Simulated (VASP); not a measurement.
The system is CdIn2O4.

```
Cd In O
1.0
     0.00000    4.60293    4.60293
     4.60293    0.00000    4.60293
     4.60293    4.60293    0.00000
Cd In O
2 4 8
Direct
  0.00000 0.00000 0.00000
  0.25000 0.25000 0.25000
  0.62500 0.62500 0.62500
  0.12500 0.62500 0.62500
  0.62500 0.62500 0.12500
  0.62500 0.12500 0.62500
  0.86209 0.86209 0.86209
  0.83626 0.38791 0.38791
  0.86209 0.86209 0.41374
  0.38791 0.83626 0.38791
  0.41374 0.86209 0.86209
  0.38791 0.38791 0.38791
  0.86209 0.41374 0.86209
  0.38791 0.38791 0.83626
```

Base run:

| Property | Result |
| --- | --- |
| Program | VASP 6.6.1 |
| Functional | TB-mBJ |
| Potentials or basis | VASP PAW PBE potentials, release 64 (Cd, In_d, O) |
| Cutoff | 520 eV |
| k mesh | 6 × 6 × 6 |
| Occupations | gaussian, width 0.03 eV |
| Spin | no spin polarisation |

Its results: band gap on the k mesh 3.07 eV (least direct gap 3.10 eV).

Q: The run is repeated on the same cell with these changes: functional from TB-mBJ to PBE; further incar settings from ALGO = Normal; EDIFF = 1e-06 to ALGO = Normal; EDIFF = 1e-06; NBANDS = 86. What comes out?

A: Band gap on the k mesh 1.05 eV (least direct gap 1.12 eV).

Caveats: spin-orbit coupling is left out, which moves the levels of the heavy elements.
